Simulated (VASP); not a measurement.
Set up this calculation in VASP 6.6.1, as the native input.

| Quantity | Value |
| --- | --- |
| Task | single point |
| Functional | PBE |
| Potentials or basis | VASP PAW PBE potentials, release 64 (Ga_d, Sb) |
| Cutoff | 520 eV |
| k mesh | 4 × 4 × 4 |
| Occupations | gaussian, width 0.1 eV |
| Spin | no spin polarisation |
| Dipole correction | no |
| Further INCAR settings | ALGO = Normal; EDIFF = 1e-07; NBANDS = 22 |

The structure of GaSb3 lies in POSCAR:

```
GaSb3
1.0
   -3.2237920800      3.2237920800      3.2237920800
    3.2237920800     -3.2237920800      3.2237920800
    3.2237920800      3.2237920800     -3.2237920800
Ga Sb
1 3
Direct
    0.0000000000      0.0000000000      0.0000000000
    0.0000000000      0.5000000000      0.5000000000
    0.5000000000      0.0000000000      0.5000000000
    0.5000000000      0.5000000000      0.0000000000
```

These files were run (other wordings do the same):

INCAR

```
  PREC = Accurate
  ENCUT = 520
  EDIFF = 1E-7
  ISMEAR = 0
  SIGMA = 0.1
  LREAL = False
  LASPH = True
  NELM = 100
  ALGO = Normal
  ISIF = 2
  LWAVE = False
  LCHARG = True
  GGA = PE
  LELF = True
  LVHAR = True
  NBANDS = 22
```

KPOINTS

```
Automatic mesh
0
Gamma
  4 4 4
```

Potentials or basis: VASP PAW PBE potentials, release 64 (Ga_d, Sb).

Launch:

```sh
$ cat potpaw_PBE.64/Ga_d/POTCAR potpaw_PBE.64/Sb/POTCAR > POTCAR
$ mpirun -np 1 vasp_std > vasp.out
```

It gave:

```yaml
Pressure: -6.6 GPa
Band_gap_on_the_k_mesh: zero (band 14 reaches 4.60 eV, above the bottom of band 15 at 2.85 eV)
```

Caveat: spin-orbit coupling is left out, which moves the levels of the heavy elements.

Wall time 36 s on 1 thread of Intel(R) Xeon(R) 6975P-C (Granite Rapids), on a shared host, peak memory 0.25 GiB.
